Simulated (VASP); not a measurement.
# SrTiO3 (P2/m) in VASP: a series of runs, part 3 of 3

VASP 6.6.1. The steps go on from the part before.

### Step 5. Single point, r2SCAN+U

POSCAR

```
SrTiO3
1.0
    3.9177112476      0.0000000000      0.0000000000
    0.0000000000      3.9177112476      0.0000000000
    0.3525940123      0.0000000000      3.9177112476
Sr Ti O
1 1 3
Direct
    0.0000000000      0.0000000000      0.0000000000
    0.5000000000      0.5000000000      0.5000000000
    0.5000000000      0.0000000000      0.5000000000
    0.5000000000      0.5000000000      0.0000000000
    0.0000000000      0.5000000000      0.5000000000
```

INCAR.step1

```
SYSTEM = SrTiO3
PREC = Accurate
ENCUT = 520
ISMEAR = 0
SIGMA = 0.02
LREAL = .FALSE.
LASPH = .TRUE.
NELM = 150
LMAXMIX = 4
LDAU = .TRUE.
LDAUTYPE = 2
LDAUL = -1 2 -1
LDAUU = 0 4 0
LDAUJ = 0 0 0
NBANDS = 28
GGA = PE
ALGO = Normal
EDIFF = 1E-4
LWAVE = .TRUE.
LCHARG = .FALSE.
```

INCAR.step2

```
SYSTEM = SrTiO3
PREC = Accurate
ENCUT = 520
EDIFF = 1E-6
ISMEAR = 0
SIGMA = 0.02
LREAL = .FALSE.
LASPH = .TRUE.
NELM = 150
ALGO = Normal
ISIF = 2
LWAVE = .FALSE.
LCHARG = .TRUE.
LMAXMIX = 4
LDAU = .TRUE.
LDAUTYPE = 2
LDAUL = -1 2 -1
LDAUU = 0 4 0
LDAUJ = 0 0 0
LDAUPRINT = 1
METAGGA = R2SCAN
LMIXTAU = .TRUE.
LELF = .TRUE.
LVHAR = .TRUE.
NBANDS = 28
ISTART = 1
```

KPOINTS

```
Automatic mesh
0
G
  6 6 6
  0 0 0
```

Potentials or basis: VASP PAW PBE potentials, release 64 (Sr_sv, Ti_sv, O).

The run is started by

```
> cat potpaw_PBE.64/Sr_sv/POTCAR potpaw_PBE.64/Ti_sv/POTCAR potpaw_PBE.64/O/POTCAR > POTCAR
> cp INCAR.step1 INCAR
> mpirun -np 1 vasp_std > vasp.out
> cp INCAR.step2 INCAR
> mpirun -np 1 vasp_std > vasp.out
```

OUTCAR:

```text
SYSTEM = SrTiO3
   PREC = Accurate
   ENCUT = 520
   EDIFF = 1E-6
   ISMEAR = 0
   LREAL = .FALSE.
   LASPH = .TRUE.
   NELM = 150
   ISIF = 2
   METAGGA = R2SCAN
   ISTART = 1

 ion  position               nearest neighbor table
   1  0.000  0.000  0.000-   3 2.65   3 2.65   4 2.77   4 2.77   4 2.77   4 2.77   5 2.78   5 2.78
                             5 2.78   5 2.78   3 2.90   3 2.90   2 3.29   2 3.29   2 3.29   2 3.29
   2  0.500  0.500  0.500-   3 1.96   5 1.96   3 1.96   5 1.96   4 1.97   4 1.97   1 3.29   1 3.29
                             1 3.29   1 3.29   1 3.50   1 3.50   1 3.50   1 3.50
   3  0.500  0.000  0.500-   2 1.96   2 1.96   1 2.65   1 2.65   1 2.90   1 2.90
   4  0.500  0.500  0.000-   2 1.97   2 1.97   1 2.77   1 2.77   1 2.77   1 2.77
   5  0.000  0.500  0.500-   2 1.96   2 1.96   1 2.78   1 2.78   1 2.78   1 2.78

  LATTYP: Found a simple monoclinic cell.
 ALAT       =     3.9177112476
 B/A-ratio  =     1.0000000000
 C/A-ratio  =     1.0040418318
 COS(beta)  =    -0.0896376995

  Lattice vectors:

 A1 = (   3.9177112476,   0.0000000000,   0.0000000000)
 A2 = (   0.0000000000,  -3.9177112476,   0.0000000000)
 A3 = (  -0.3525940123,   0.0000000000,  -3.9177112476)

Analysis of symmetry for initial positions (statically):
=====================================================================
 Subroutine PRICEL returns:
 Original cell was already a primitive cell.

 Routine SETGRP: Setting up the symmetry group for a
 simple monoclinic supercell.

 Subroutine GETGRP returns: Found  4 space group operations
 (whereof  4 operations were pure point group operations)
 out of a pool of  4 trial point group operations.

The static configuration has the point symmetry C_2h.

Analysis of symmetry for dynamics (positions and initial velocities):
=====================================================================
 Subroutine PRICEL returns:
 Original cell was already a primitive cell.

 Routine SETGRP: Setting up the symmetry group for a
 simple monoclinic supercell.

 Subroutine GETGRP returns: Found  4 space group operations
 (whereof  4 operations were pure point group operations)
 out of a pool of  4 trial point group operations.

The dynamic configuration has the point symmetry C_2h.

 Subroutine INISYM returns: Found  4 space group operations
 (whereof  4 operations are pure point group operations),
 and found     1 'primitive' translations

----------------------------------------------------------------------------------------

                                     Primitive cell

  volume of cell :      60.1308

  direct lattice vectors                    reciprocal lattice vectors
     3.917711248  0.000000000  0.000000000     0.255251073  0.000000000 -0.022972597
[... 109 lines left out ...]
   IALGO  =     38    algorithm
   IMIX   =      4    mixing-type and parameters
     AMIX     =   0.40;   BMIX     =  1.00
     AMIX_MAG =   1.60;   BMIX_MAG =  1.00
  volume/ion in A,a.u.               =      12.03        81.16
  Fermi-wavevector in a.u.,A,eV,Ry     =   1.429099  2.700606 27.787516  2.042325
  Thomas-Fermi vector in A             =   2.549090
   LORBIT       =      0    0 simple, 1 ext, 2 COOP (PROOUT), +10 PAW based schemes
 LDA+U is selected, type is set to LDAUTYPE =  2
   angular momentum for each species LDAUL =    -1    2   -1
   U (eV)           for each species LDAUU =   0.0  4.0  0.0
   J (eV)           for each species LDAUJ =   0.0  0.0  0.0
   METAGGA = R2SCAN    functional components
   LHFCALC =     F    Hartree Fock is set to
   AEXX    =    0.0000 exact exchange contribution
   IVDW    =     0    specifies the selected vdW correction
   LEPSILON=     F    determine dielectric tensor
   LRPA    =     F    only Hartree local field effects (RPA)
 non-spin polarized calculation
 Gauss-broadening in eV      SIGMA  =   0.02
  energy-cutoff  :      520.00
  volume of cell :       60.13
 maximum number of plane-waves:      1641
 NGX is ok and might be reduce to    30
   NGX = 15   NGY = 15   NGZ = 15

atom =   2  type =  2  l = 2

 onsite density matrix

spin component  1

  0.0953 -0.0008  0.0000  0.0000  0.0000
 -0.0008  0.0945  0.0000  0.0000  0.0000
  0.0000  0.0000  0.2455  0.0151 -0.0003
  0.0000  0.0000  0.0151  0.0968 -0.0006
  0.0000  0.0000 -0.0003 -0.0006  0.2494

spin component  2

  0.0953 -0.0008  0.0000  0.0000  0.0000
 -0.0008  0.0945  0.0000  0.0000  0.0000
  0.0000  0.0000  0.2455  0.0151 -0.0003
  0.0000  0.0000  0.0151  0.0968 -0.0006
  0.0000  0.0000 -0.0003 -0.0006  0.2494

 occupancies and eigenvectors

  o =  0.0940  v = -0.5429 -0.8398  0.0000  0.0000  0.0000  0.0000  0.0000  0.0000  0.0000  0.0000      0.0000  0.0000  0.0000  0.0000  0.0000  0.0000  0.0000  0.0000  0.0000  0.0000
  o =  0.0940  v =  0.0000  0.0000  0.0000  0.0000  0.0000 -0.5429 -0.8398  0.0000  0.0000  0.0000      0.0000  0.0000  0.0000  0.0000  0.0000  0.0000  0.0000  0.0000  0.0000  0.0000
  o =  0.0953  v =  0.0000  0.0000 -0.1001  0.9950  0.0036  0.0000  0.0000  0.0000  0.0000  0.0000      0.0000  0.0000  0.0000  0.0000  0.0000  0.0000  0.0000  0.0000  0.0000  0.0000
  o =  0.0953  v =  0.0000  0.0000  0.0000  0.0000  0.0000  0.0000  0.0000 -0.1001  0.9950  0.0036      0.0000  0.0000  0.0000  0.0000  0.0000  0.0000  0.0000  0.0000  0.0000  0.0000
  o =  0.0958  v =  0.0000  0.0000  0.0000  0.0000  0.0000 -0.8398  0.5429  0.0000  0.0000  0.0000      0.0000  0.0000  0.0000  0.0000  0.0000  0.0000  0.0000  0.0000  0.0000  0.0000
  o =  0.0958  v = -0.8398  0.5429  0.0000  0.0000  0.0000  0.0000  0.0000  0.0000  0.0000  0.0000      0.0000  0.0000  0.0000  0.0000  0.0000  0.0000  0.0000  0.0000  0.0000  0.0000
  o =  0.2470  v =  0.0000  0.0000  0.9857  0.0987  0.1366  0.0000  0.0000  0.0000  0.0000  0.0000      0.0000  0.0000  0.0000  0.0000  0.0000  0.0000  0.0000  0.0000  0.0000  0.0000
  o =  0.2470  v =  0.0000  0.0000  0.0000  0.0000  0.0000  0.0000  0.0000  0.9857  0.0987  0.1366      0.0000  0.0000  0.0000  0.0000  0.0000  0.0000  0.0000  0.0000  0.0000  0.0000
  o =  0.2494  v =  0.0000  0.0000  0.0000  0.0000  0.0000  0.0000  0.0000 -0.1356 -0.0172  0.9906      0.0000  0.0000  0.0000  0.0000  0.0000  0.0000  0.0000  0.0000  0.0000  0.0000
  o =  0.2494  v =  0.0000  0.0000 -0.1356 -0.0172  0.9906  0.0000  0.0000  0.0000  0.0000  0.0000      0.0000  0.0000  0.0000  0.0000  0.0000  0.0000  0.0000  0.0000  0.0000  0.0000

 number of electron      39.9999999 magnetization

 Free energy of the ion-electron system (eV)
  ---------------------------------------------------
  ext. energy  EPLUGINS =         0.00000000
  ---------------------------------------------------
  free energy    TOTEN  =       -60.51485951 eV

  energy without entropy =      -60.51485951  energy(sigma->0) =      -60.51485951

 E-fermi :   4.2485     XC(G=0): -11.8830

 val. band max:        4.0302218755   @ k =   0.5000   0.5000   0.5000
 cond. band min:       6.5322386476   @ k =   0.0000   0.0000   0.0000
 fundamental gap:      2.5020167721
 Fermi energy:         4.2485413225

 k-point     1 :       0.0000    0.0000    0.0000
  band No.  band energies     occupation
      1     -55.8439      2.00000
      2     -31.0211      2.00000
      3     -30.9871      2.00000
      4     -30.9379      2.00000
      5     -29.9936      2.00000
      6     -14.5403      2.00000
[... 733 lines left out ...]
     27      11.0451      0.00000
     28      12.0927      0.00000

 [... further k-points ...]

------------------------ aborting loop because EDIFF is reached ----------------------------------------

  FORCE on cell =-STRESS in cart. coord.  units (eV):
  Direction    XX          YY          ZZ          XY          YZ          ZX
  --------------------------------------------------------------------------------------
  -------------------------------------------------------------------------------------
  Total        1.1212131      1.2893393      1.4805778      0.0000000      0.0000000     -4.1588306
  in kB       29.8745571     34.3542548     39.4497759      0.0000000      0.0000000   -110.8114271
  external PRESSURE =      34.5595293 kB  Pullay stress =       0.0000000 kB

 VOLUME and BASIS-vectors are now :
 -----------------------------------------------------------------------------
  energy-cutoff  :      520.00
  volume of cell :       60.13
      direct lattice vectors                 reciprocal lattice vectors
     3.917711248  0.000000000  0.000000000     0.255251073  0.000000000 -0.022972597
     0.000000000  3.917711248  0.000000000     0.000000000  0.255251073  0.000000000
     0.352594012  0.000000000  3.917711248     0.000000000  0.000000000  0.255251073

 POSITION                                       TOTAL-FORCE (eV/Angst)
 -----------------------------------------------------------------------------------
      0.00000      0.00000      0.00000         0.000000      0.000000      0.000000
      2.13515      1.95886      1.95886        -0.000000      0.000000      0.000000
      2.13515      0.00000      1.95886         0.000000      0.000000      0.000000
      1.95886      1.95886      0.00000         0.000000      0.000000      0.000000
      0.17630      1.95886      1.95886         0.000000      0.000000      0.000000
 -----------------------------------------------------------------------------------
    total drift:                                0.000000      0.000000     -0.000000

  FREE ENERGIE OF THE ION-ELECTRON SYSTEM (eV)
  ---------------------------------------------------
  free  energy   TOTEN  =       -60.5148595053 eV

  energy  without entropy=      -60.5148595053  energy(sigma->0) =      -60.51485951
```

It took 16 min on 1 thread of Oxide Virtual Turin-like, shared host; peak memory 0.24 GiB.

What came out:

- Free energy: -60.5149 eV
- Pressure: 3.5 GPa
- Band gap on the k mesh: 2.50 eV, indirect (least direct gap 2.73 eV)

Stress tensor (GPa, compression positive):
```
  2.99   0.00 -11.08
  0.00   3.44   0.00
-11.08   0.00   3.94
```

Eigenvalues of the final occupation matrices:
```tsv
site	spin	trace	eigenvalues
site 2 d	1	0.78	0.09 0.10 0.10 0.25 0.25
site 2 d	2	0.78	0.09 0.10 0.10 0.25 0.25
```

Caveat: the PAW data sets were made with another functional, which shifts forces and pressure a little. A k mesh can miss the band edges.

### Step 6. Summary

```tsv
cell	gap on the mesh (eV)	pressure (GPa)
a = 3.918, b = 3.918, c = 3.922 Å, angles 90.0, 87.4, 90.0°, 5 atoms	2.71	3.3
a = 3.918, b = 3.918, c = 3.925 Å, angles 90.0, 86.6, 90.0°, 5 atoms	2.65	3.3
a = 3.918, b = 3.918, c = 3.934 Å, angles 90.0, 84.9, 90.0°, 5 atoms	2.50	3.5
```

Alike in all rows: task single point; level r2SCAN+U; potentials or basis VASP PAW PBE potentials, release 64 (Sr_sv, Ti_sv, O); no spin polarisation; Ti d U = 4.0 eV; k mesh 6 × 6 × 6; cutoff (eV) 520; smearing gaussian 0.02 eV.

Caveats: the PAW data sets were made with another functional, which shifts forces and pressure a little.

Absolute energies hang on the potentials; compare differences alone.
